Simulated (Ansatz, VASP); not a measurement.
**KBr in VASP and in Ansatz**

File POSCAR:

```
KBr
1.0
    0.1067040935      3.3333304385      3.3333304385
    3.3333304385      0.1067040935      3.3333304385
    3.3333304385      3.3333304385      0.1067040935
K Br
1 1
Direct
    0.0000000000      0.0000000000      0.0000000000
    0.5000000000      0.5000000000      0.5000000000
```

The input INCAR.step1:

```
PREC = Accurate
ENCUT = 520
EDIFF = 1E-5
ISMEAR = 0
SIGMA = 0.01
LREAL = F
LASPH = T
NELM = 100
ALGO = Normal
ISIF = 2
LWAVE = T
LCHARG = F
GGA = PE
NBANDS = 15
```

File INCAR.step2:

```
PREC = Accurate
ENCUT = 520
EDIFF = 1E-7
ISMEAR = 0
SIGMA = 0.01
LREAL = F
LASPH = T
NELM = 100
ALGO = Normal
ISIF = 2
LWAVE = F
LCHARG = F
GGA = PE
LHFCALC = T
HFSCREEN = 0.2079
PRECFOCK = Normal
ISTART = 1
NBANDS = 15
```

The input KPOINTS:

```
Automatic mesh
0
Gamma
  4 4 4
```

Input for Ansatz:

```yaml
crystal:
  lattice:
    - [0.1067040935, 3.3333304385, 3.3333304385]
    - [3.3333304385, 0.1067040935, 3.3333304385]
    - [3.3333304385, 3.3333304385, 0.1067040935]
  atoms:
    - { symbol: K, position: [0.0, 0.0, 0.0] }
    - { symbol: Br, position: [0.5, 0.5, 0.5] }
kpoints:
  mp_grid: { grid: [4, 4, 4] }
  band_path:
    path:
      - [0.0, 0.0, 0.0]
      - [0.5, 0.0, 0.5]
      - [0.625, 0.25, 0.625]
      - [0.375, 0.375, 0.75]
      - [0.5, 0.5, 0.5]
      - [0.5, 0.25, 0.75]
    npoints: 1
hamiltonian:
  xc: hse06
scf:
  occupations: { method: fixed }
  n_extra_bands: 4
output:
  forces: true
  stress: true
  eigenvalues: true
```

Change from the starting cell: epitaxial_111 strain -2.3%.

Alike in both runs: task single point; functional HSE06; k mesh 4 × 4 × 4; no spin polarisation.

|  | VASP | Ansatz |
| --- | --- | --- |
| version | VASP 6.6.1 | Ansatz 0.2.0 |
| potentials or method | VASP PAW PBE potentials, release 64 (K_sv, Br) | plane waves, PAW |
| plane-wave cutoff (eV) | 520 | 420 |
| occupations | gaussian, width 0.01 eV | fixed |
| valence electrons in the cell | 16 | 16 |

```csv
,VASP,Ansatz,Ansatz less VASP
gap on the k mesh at the Fermi level (eV),5.60,5.61,+0.004
pressure (GPa),0.8,0.8,-0.03
"traceless stress, the component that is largest in VASP (GPa)",-0.18,-0.19,-0.001
```

Ansatz's warnings: stress exchange threshold loose, stress scf threshold loose.
